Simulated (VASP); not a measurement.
A run of VASP 6.6.1:

The input POSCAR:

```
SnO2
1.0
    5.9959477338      0.0000000000      0.0000000000
   -2.9979738669      5.1926430572      0.0000000000
    0.0000000000      0.0000000000      6.5675072859
Sn O
3 6
Direct
    0.0000000000      0.5000000000      0.3333333333
    0.5000000000      0.5000000000      0.6666666667
    0.5000000000      0.0000000000      0.0000000000
    0.5980117692      0.7990058846      0.8333333333
    0.7990058846      0.5980117692      0.5000000000
    0.7990058846      0.2009941154      0.1666666667
    0.4019882308      0.2009941154      0.8333333333
    0.2009941154      0.4019882308      0.5000000000
    0.2009941154      0.7990058846      0.1666666667
```

INCAR.step1

```
  PREC = Accurate
  ENCUT = 660
  ISMEAR = 0
  SIGMA = 0.1
  LREAL = False
  LASPH = True
  NELM = 120
  NBANDS = 49
  GGA = PE
  ALGO = Normal
  EDIFF = 1E-5
  LWAVE = True
  LCHARG = False
  GGA_COMPAT = False
```

The input INCAR.step2:

```
  PREC = Accurate
  ENCUT = 660
  EDIFF = 1E-6
  ISMEAR = 0
  SIGMA = 0.1
  LREAL = False
  LASPH = True
  NELM = 120
  ALGO = Normal
  ISIF = 2
  LWAVE = False
  LCHARG = False
  METAGGA = R2SCAN
  LMIXTAU = True
  NBANDS = 49
  ISTART = 1
  GGA_COMPAT = False
```

Contents of KPOINTS:

```
regular mesh
0
Gamma
  6 6 4
```

Potentials or basis: VASP PAW PBE potentials, release 64 (Sn_d, O).

Command:

```sh
$ cat potpaw_PBE.64/Sn_d/POTCAR potpaw_PBE.64/O/POTCAR > POTCAR
$ cp INCAR.step1 INCAR
$ mpirun -np 1 vasp_std > vasp.out
$ cp INCAR.step2 INCAR
$ mpirun -np 1 vasp_std > vasp.out
```

Hardware: 1 thread of Intel(R) Xeon(R) Platinum 8259CL CPU @ 2.50GHz (Skylake/Cascade Lake), on a shared host.

**Question.** Estimate the wall time of this run.

**Answer.** Wall time 21 min on 1 thread of Intel(R) Xeon(R) Platinum 8259CL CPU @ 2.50GHz (Skylake/Cascade Lake) (shared host), peak memory 0.52 GiB. Counts: k points 21.
